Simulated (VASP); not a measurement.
Set up this calculation in VASP 6.6.1, as the native input.

```
Task                   : single point
Functional             : PBE
Potentials or basis    : VASP PAW PBE potentials, release 64 (Ag_sv_GW, Cl)
Cutoff                 : 630 eV
k mesh                 : 8 × 8 × 8
Occupations            : fermi-dirac, width 0.02 eV
Spin                   : no spin polarisation
Dipole correction      : no
Further INCAR settings : ALGO = Normal; EDIFF = 1e-06; NBANDS = 20
```

The structure of AgCl lies in POSCAR:

```
AgCl
1.0
    3.4584064207      0.0000000000      0.0000000000
    0.0000000000      3.4584064207      0.0000000000
    0.0000000000      0.0000000000      3.3955880419
Ag Cl
1 1
Direct
    0.0000000000      0.0000000000      0.0000000000
    0.5000000000      0.5000000000      0.5000000000
```

This cell differs from its parent crystal: biaxial xy strain +1.9%.

These files were run (other wordings do the same):

INCAR

```
PREC = Accurate
ENCUT = 630
EDIFF = 1E-6
ISMEAR = -1
SIGMA = 0.02
LREAL = False
LASPH = True
NELM = 120
ALGO = Normal
ISIF = 2
LWAVE = False
LCHARG = False
GGA = PE
NBANDS = 20
GGA_COMPAT = False
```

KPOINTS

```
regular mesh
0
Gamma
  8 8 8
```

Potentials or basis: VASP PAW PBE potentials, release 64 (Ag_sv_GW, Cl).

Launch:

```sh
$ cat potpaw_PBE.64/Ag_sv_GW/POTCAR potpaw_PBE.64/Cl/POTCAR > POTCAR
$ mpirun -np 1 vasp_std > vasp.out
```

It gave:

| Quantity | Value |
| --- | --- |
| Pressure | -0.4 GPa |
| Band gap on the k mesh | 0.55 eV (least direct gap 1.95 eV) |

Caveat: the cell differs from its parent crystal (biaxial xy strain +1.9%); the structure was generated, so it needn't be the stable form of AgCl; semilocal functionals underestimate gaps, and a narrow one can read as zero.

Run time: 110 s on 1 thread of Intel(R) Xeon(R) Platinum 8375C CPU @ 2.90GHz (Ice Lake), on a shared host, peak memory 0.23 GiB.
